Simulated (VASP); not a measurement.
Input of a VASP 6.6.1 run:

INCAR

```
SYSTEM = I
PREC = Accurate
ENCUT = 520
EDIFF = 1E-6
ISMEAR = -1
SIGMA = 0.05
LREAL = .FALSE.
LASPH = .TRUE.
NELM = 60
ALGO = Normal
ISIF = 2
LWAVE = .FALSE.
LCHARG = .TRUE.
GGA = PS
IVDW = 12
LELF = .TRUE.
LVHAR = .TRUE.
NBANDS = 10
```

File KPOINTS:

```
regular mesh
0
G
  9 9 9
  0 0 0
```

POSCAR

```
I
1.0
   -1.9836658777      1.9836658777      1.9836658777
    1.9836658777     -1.9836658777      1.9836658777
    1.9836658777      1.9836658777     -1.9836658777
I
1
Direct
    0.0000000000      0.0000000000      0.0000000000
```

Potentials or basis: VASP PAW PBE potentials, release 64 (I).

Run with:

```bash
$ cat potpaw_PBE.64/I/POTCAR > POTCAR
$ mpirun -np 1 vasp_std > vasp.out
```

Question: What does it give for the pressure?

Answer: -0.1 GPa.

Question: What does it give for the band gap on the k mesh?

Answer: Zero (an odd number of electrons rules out a gap without spin polarisation).

Caveat: the PAW data sets were made with another functional, which shifts forces and pressure a little; spin-orbit coupling is left out, which moves the levels of the heavy elements; an odd number of electrons without spin polarisation forces a metal; a magnetic or distorted state may lie lower.
